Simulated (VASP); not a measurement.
# W (Fmmm) in VASP: single point with PBE

Aim: the single point of W with PBE.

Program: VASP 6.6.1. These are calculated values, not measurements. Logs are shortened: lines on timing, memory, paths and dates and some standing lists are left out, and cuts for length are marked.

### Step 1. The cell of the first run

It takes space group Fmmm (No. 69, orthorhombic). Conventional cell: a = 3.195 Å, b = 4.518 Å, c = 18.071 Å, α = 90.00°, β = 90.00°, γ = 90.00°. W (site symmetry mm2) has 7 W at 2.26 to 2.77 Å within 3.0 Å. W (site symmetry mm2) has 14 W at 2.77 to 3.19 Å within 3.6 Å.

### Step 2. Single point, PBE (the part above a cut slid along it)

File INCAR:

```
SYSTEM = W
PREC = Accurate ; ENCUT = 520
EDIFF = 1E-6 ; ISMEAR = 0
SIGMA = 0.15 ; LREAL = .FALSE.
LASPH = .TRUE. ; NELM = 60
ALGO = Fast ; ISIF = 2
LWAVE = .FALSE. ; LCHARG = .FALSE.
GGA = PE ; NBANDS = 36
ISYM = 0
```

File KPOINTS:

```
Automatic mesh
0
G
  18 18 5
  0 0 0
```

File POSCAR:

```
W
1.0
   -1.5973000000      1.5973000000     -1.5973000000
   -1.5973000000     -1.5973000000      1.5973000000
   -1.5973000000      6.3892000000      6.3892000000
W
4
Direct
   -0.4375000000     -0.4375000000      0.8750000000
    0.4375000000      0.4375000000      0.1250000000
   -0.1875000000     -0.1875000000      0.3750000000
    0.1875000000      0.1875000000      0.6250000000
```

Potentials or basis: VASP PAW PBE potentials, release 64 (W_sv).

Command:

```console
cat potpaw_PBE.64/W_sv/POTCAR > POTCAR
mpirun -np 1 vasp_std > vasp.out
```

OUTCAR:

```text
SYSTEM = W
   PREC = Accurate
   ENCUT = 520
   EDIFF = 1E-6
   ISMEAR = 0
   LREAL = .FALSE.
   LASPH = .TRUE.
   NELM = 60
   ISIF = 2
   GGA = PE
   ISYM = 0

 ion  position               nearest neighbor table
   1  0.562  0.562  0.875-   2 2.26   4 2.77   4 2.77   4 3.19   4 3.19
   2  0.438  0.438  0.125-   1 2.26   3 2.77   3 2.77   3 3.19   3 3.19
   3  0.812  0.812  0.375-   2 2.77   2 2.77   4 2.77   4 2.77   2 3.19   4 3.19   4 3.19   2 3.19

   4  0.188  0.188  0.625-   3 2.77   1 2.77   3 2.77   1 2.77   3 3.19   1 3.19   1 3.19   3 3.19

IMPORTANT INFORMATION: All symmetrisations will be switched off!
NOSYMM: (Re-)initialisation of all symmetry stuff for point group C_1.

----------------------------------------------------------------------------------------

                                     Primitive cell

  volume of cell :      65.2048

  direct lattice vectors                    reciprocal lattice vectors
    -1.597300000  1.597300000 -1.597300000    -0.313028235  0.117385588 -0.195642647
    -1.597300000 -1.597300000  1.597300000    -0.313028235 -0.195642647  0.117385588
    -1.597300000  6.389200000  6.389200000     0.000000000  0.078257059  0.078257059

  length of vectors
     2.766604755  2.766604755  9.175789915     0.387352679  0.387352679  0.110672194

  position of ions in fractional coordinates (direct lattice)
     0.562500000  0.562500000  0.875000000
     0.437500000  0.437500000  0.125000000
     0.812500000  0.812500000  0.375000000
     0.187500000  0.187500000  0.625000000

  ion indices of the primitive-cell ions
   primitive index   ion index
                 1           1
                 2           2
                 3           3
                 4           4

----------------------------------------------------------------------------------------

 KPOINTS: Automatic mesh

Automatic generation of k-mesh.
 Grid dimensions read from file:
 generate k-points for:   18   18    5

 Generating k-lattice:

  Cartesian coordinates                     Fractional coordinates (reciprocal lattice)
    -0.017390458  0.006521422 -0.010869036     0.055555556  0.000000000  0.000000000
    -0.017390458 -0.010869036  0.006521422     0.000000000  0.055555556  0.000000000
     0.000000000  0.015651412  0.015651412     0.000000000  0.000000000  0.200000000

  Length of vectors
     0.021519593  0.021519593  0.022134439

  Shift w.r.t. Gamma in fractional coordinates (k-lattice)
     0.000000000  0.000000000  0.000000000

 -----------------------------------------------------------------------------
|                                                                             |
|           W    W    AA    RRRRR   N    N  II  N    N   GGGG   !!!           |
|           W    W   A  A   R    R  NN   N  II  NN   N  G    G  !!!           |
|           W    W  A    A  R    R  N N  N  II  N N  N  G       !!!           |
|           W WW W  AAAAAA  RRRRR   N  N N  II  N  N N  G  GGG   !            |
|           WW  WW  A    A  R   R   N   NN  II  N   NN  G    G                |
|           W    W  A    A  R    R  N    N  II  N    N   GGGG   !!!           |
|                                                                             |
|     Your reciprocal lattice and k-lattice belong to different lattice       |
|     classes:                                                                |
|                                                                             |
|        The reciprocal lattice is body-centered orthorhombic,                |
|        whereas your k-lattice is base-centered monoclinic.                  |
|                                                                             |
|     Results are often still useful ...                                      |
|                                                                             |
 -----------------------------------------------------------------------------

 WARNING: IBZKPT: internal override: KBLOWUP is changed to .FALSE.
      ... skipping the blow-up phase ...

 Subroutine IBZKPT returns following result:
 ===========================================

 Found    812 irreducible k-points:

 Following reciprocal coordinates:
            Coordinates               Weight
  0.000000  0.000000  0.000000      1.000000
  0.055556 -0.000000  0.000000      2.000000
  0.111111 -0.000000  0.000000      2.000000
  0.166667  0.000000  0.000000      2.000000
  0.222222  0.000000  0.000000      2.000000
  0.277778  0.000000 -0.000000      2.000000
[... 16 lines left out ...]
 -0.333333  0.055556  0.000000      2.000000
 -0.277778  0.055556 -0.000000      2.000000
 [... further k-points ...]
   k-points           NKPTS =    812   k-points in BZ     NKDIM =    812   number of bands    NBANDS=     36
   number of dos      NEDOS =    301   number of ions     NIONS =      4
   total plane-waves  NPLWV =  40320
   dimension x,y,z NGX =    24 NGY =   24 NGZ =   70
   dimension x,y,z NGXF=    48 NGYF=   48 NGZF=  140
   ions per type =               4
   NGX,Y,Z   is equivalent  to a cutoff of  14.42, 14.42, 12.68 a.u.
   NGXF,Y,Z  is equivalent  to a cutoff of  28.84, 28.84, 25.37 a.u.
 SYSTEM =  W
   PREC   = accura    normal or accurate (medium, high low for compatibility)
   ISTART =      0    job   : 0-new  1-cont  2-samecut
   ICHARG =      2    charge: 1-file 2-atom 10-const
   ISPIN  =      1    spin polarized calculation?
   LNONCOLLINEAR =      F non collinear calculations
   LSORBIT =      F    spin-orbit coupling
   LASPH  =      T    aspherical Exc in radial PAW
   ENCUT  =  520.0 eV  38.22 Ry    6.18 a.u.   5.14  5.14 17.06*2*pi/ulx,y,z
   NELM   =     60;   NELMIN=  2; NELMDL= -5     # of ELM steps
   EDIFF  = 0.1E-05   stopping-criterion for ELM
   LREAL  =      F    real-space projection
   EDIFFG = 0.1E-04   stopping-criterion for IOM
   NSW    =      0    number of steps for IOM
   IBRION =     -1    ionic relax: 0-MD 1-quasi-New 2-CG
   NFREE  =      0    steps in history (QN), initial steepest desc. (CG)
   ISIF   =      2    stress and relaxation
   ISYM   =      0    0-nonsym 1-usesym 2-fastsym
   POTIM  = 0.5000    time-step for ionic-motion
   TEBEG  =    0.0;   TEEND  =   0.0 temperature during run
   PSTRESS=    0.0 pullay stress
   NELECT =      56.0000    total number of electrons
   NUPDOWN=      -1.0000    fix difference up-down
   EMIN   =  10.00;   EMAX   =-10.00  energy-range for DOS
   EFERMI =   0.00;   METHOD = LEGACY
   ISMEAR =     0;   SIGMA  =   0.15  broadening in eV -4-tet -1-fermi 0-gaus
   EFERMI_NEDOS =   21; number of points for ismear=-14 and -15
   IALGO  =     68    algorithm
   IMIX   =      4    mixing-type and parameters
     AMIX     =   0.40;   BMIX     =  1.00
     AMIX_MAG =   1.60;   BMIX_MAG =  1.00
  volume/ion in A,a.u.               =      16.30       110.01
  Fermi-wavevector in a.u.,A,eV,Ry     =   1.556125  2.940649 32.946829  2.421524
  Thomas-Fermi vector in A             =   2.659966
   LORBIT       =      0    0 simple, 1 ext, 2 COOP (PROOUT), +10 PAW based schemes
   GGA     = PE    functional components
   LHFCALC =     F    Hartree Fock is set to
   AEXX    =    0.0000 exact exchange contribution
   IVDW    =     0    specifies the selected vdW correction
   LEPSILON=     F    determine dielectric tensor
   LRPA    =     F    only Hartree local field effects (RPA)
 non-spin polarized calculation
 RMM-DIIS sequential band-by-band and
 Gauss-broadening in eV      SIGMA  =   0.15
  energy-cutoff  :      520.00
  volume of cell :       65.20
 maximum number of plane-waves:      1782
 NGX is ok and might be reduce to    24
   NGX = 11   NGY = 11   NGZ = 33

 number of electron      55.9999995 magnetization

 Free energy of the ion-electron system (eV)
  ---------------------------------------------------
  ext. energy  EPLUGINS =         0.00000000
  ---------------------------------------------------
  free energy    TOTEN  =       -49.48669158 eV

  energy without entropy =      -49.45529333  energy(sigma->0) =      -49.47099246

 E-fermi :  10.9717     XC(G=0): -13.4337

 val. band max:       10.9700461238   @ k =  -0.1111   0.2222   0.4000
 cond. band min:      10.9721627260   @ k =  -0.1667   0.1111   0.2000
 fundamental gap:      0.0021166022
 Fermi energy:        10.9717042198

 k-point     1 :       0.0000    0.0000    0.0000
  band No.  band energies     occupation
      1     -63.2190      2.00000
      2     -63.1581      2.00000
      3     -63.0002      2.00000
      4     -62.7314      2.00000
      5     -28.4749      2.00000
      6     -27.6427      2.00000
[... 28 lines left out ...]
     35      13.2740      0.00000
     36      13.4552      0.00000

 k-point     2 :       0.0556   -0.0000    0.0000
  band No.  band energies     occupation
      1     -63.2166      2.00000
      2     -63.1567      2.00000
      3     -62.9984      2.00000
      4     -62.7297      2.00000
      5     -28.4683      2.00000
      6     -27.6457      2.00000
[... 28 lines left out ...]
     35      13.2023      0.00000
     36      13.4874      0.00000

 k-point     3 :       0.1111   -0.0000    0.0000
  band No.  band energies     occupation
      1     -63.2098      2.00000
      2     -63.1527      2.00000
      3     -62.9934      2.00000
      4     -62.7248      2.00000
      5     -28.4495      2.00000
      6     -27.6545      2.00000
[... 28 lines left out ...]
     35      13.0896      0.00000
     36      13.5269      0.00000

 k-point     4 :       0.1667    0.0000    0.0000
  band No.  band energies     occupation
      1     -63.1993      2.00000
      2     -63.1468      2.00000
      3     -62.9857      2.00000
      4     -62.7173      2.00000
      5     -28.4214      2.00000
      6     -27.6698      2.00000
[... 28 lines left out ...]
     35      13.0600      0.00000
     36      13.5065      0.00000

 k-point     5 :       0.2222    0.0000    0.0000
  band No.  band energies     occupation
      1     -63.1860      2.00000
      2     -63.1398      2.00000
      3     -62.9763      2.00000
      4     -62.7081      2.00000
      5     -28.3890      2.00000
      6     -27.6942      2.00000
[... 655 lines left out ...]
 k-point    22 :      -0.3889    0.0556    0.0000
  band No.  band energies     occupation
      1     -63.1470      2.00000
      2     -63.1196      2.00000
      3     -62.9485      2.00000
      4     -62.6806      2.00000
      5     -28.3204      2.00000
      6     -27.8274      2.00000
[... 28 lines left out ...]
     35      14.2444      0.00000
     36      15.0821      0.00000

 k-point    23 :      -0.3333    0.0556    0.0000
  band No.  band energies     occupation
      1     -63.1601      2.00000
      2     -63.1238      2.00000
      3     -62.9563      2.00000
      4     -62.6884      2.00000
      5     -28.3370      2.00000
      6     -27.7651      2.00000
[... 28 lines left out ...]
     35      13.7993      0.00000
     36      14.2081      0.00000

 k-point    24 :      -0.2778    0.0556   -0.0000
  band No.  band energies     occupation
      1     -63.1743      2.00000
      2     -63.1302      2.00000
      3     -62.9657      2.00000
      4     -62.6977      2.00000
      5     -28.3644      2.00000
      6     -27.7081      2.00000
[... 28 lines left out ...]
     35      13.4177      0.00000
     36      13.5810      0.00000

 [... further k-points ...]

------------------------ aborting loop because EDIFF is reached ----------------------------------------

  FORCE on cell =-STRESS in cart. coord.  units (eV):
  Direction    XX          YY          ZZ          XY          YZ          ZX
  --------------------------------------------------------------------------------------
  -------------------------------------------------------------------------------------
  Total       -0.8976548      5.9659268      5.9658754      0.0109807      5.3332591      0.0110027
  in kB      -22.0566970    146.5915875    146.5903229      0.2698121    131.0460115      0.2703515
  external PRESSURE =      90.3750711 kB  Pullay stress =       0.0000000 kB

 VOLUME and BASIS-vectors are now :
 -----------------------------------------------------------------------------
  energy-cutoff  :      520.00
  volume of cell :       65.20
      direct lattice vectors                 reciprocal lattice vectors
    -1.597300000  1.597300000 -1.597300000    -0.313028235  0.117385588 -0.195642647
    -1.597300000 -1.597300000  1.597300000    -0.313028235 -0.195642647  0.117385588
    -1.597300000  6.389200000  6.389200000     0.000000000  0.078257059  0.078257059

 POSITION                                       TOTAL-FORCE (eV/Angst)
 -----------------------------------------------------------------------------------
     -3.19460      5.59055      5.59055         0.014862     -3.901858     -3.901860
     -1.59730      0.79865      0.79865        -0.014862      3.901889      3.901890
     -3.19460      2.39595      2.39595         0.011527      0.183912      0.183915
     -1.59730      3.99325      3.99325        -0.011526     -0.183943     -0.183945
 -----------------------------------------------------------------------------------
    total drift:                                0.000002      0.000025      0.000025

  FREE ENERGIE OF THE ION-ELECTRON SYSTEM (eV)
  ---------------------------------------------------
  free  energy   TOTEN  =       -49.4866915818 eV

  energy  without entropy=      -49.4552933284  energy(sigma->0) =      -49.47099246
```

Run time: 37 min. Hardware: 1 thread of Oxide Virtual Turin-like, shared host; peak memory 1.2 GiB.

What came out:

| Property | Result |
| --- | --- |
| Free energy | -49.4867 eV |
| Pressure | 9.0 GPa |
| Largest force | 5.518 eV/Å |
| Band gap on the k mesh | zero (bands 28 and 29 overlap by 2.09 eV) |

Forces on the atoms (eV/Å):
```
W    0.015 -3.902 -3.902
W   -0.015  3.902  3.902
W    0.012  0.184  0.184
W   -0.012 -0.184 -0.184
```

Levels at points of the mesh, in eV from the Fermi level:
| k point | band 24 | band 25 | band 26 | band 27 | band 28 | band 29 | band 30 | band 31 | band 32 | band 33 |
| --- | --- | --- | --- | --- | --- | --- | --- | --- | --- | --- |
| (0.00, 0.00, 0.00) | -1.58 | -1.45 | -1.44 | -0.63 | -0.49 | -0.42 | 0.70 | 0.73 | 1.55 | 1.75 |
| (0.50, 0.00, 0.00) | -2.75 | -1.50 | -1.47 | -0.02 | 0.24 | 1.27 | 1.98 | 1.99 | 2.81 | 3.07 |
| (0.00, 0.50, 0.00) | -2.75 | -1.50 | -1.47 | -0.02 | 0.24 | 1.27 | 1.98 | 1.99 | 2.81 | 3.07 |
| (0.50, 0.50, 0.00) | -2.80 | -2.66 | -1.27 | 0.69 | 0.94 | 1.75 | 2.38 | 2.67 | 3.43 | 5.13 |

Caveat: the cell differs from its parent crystal (the part above a cut slid along it); the stress differs along the axes, from -2 to 15 GPa; spin-orbit coupling is left out, which moves the levels of the heavy elements; forces of over 1 eV/Å act on the atoms, so gaps and moduli don't describe the material at rest.
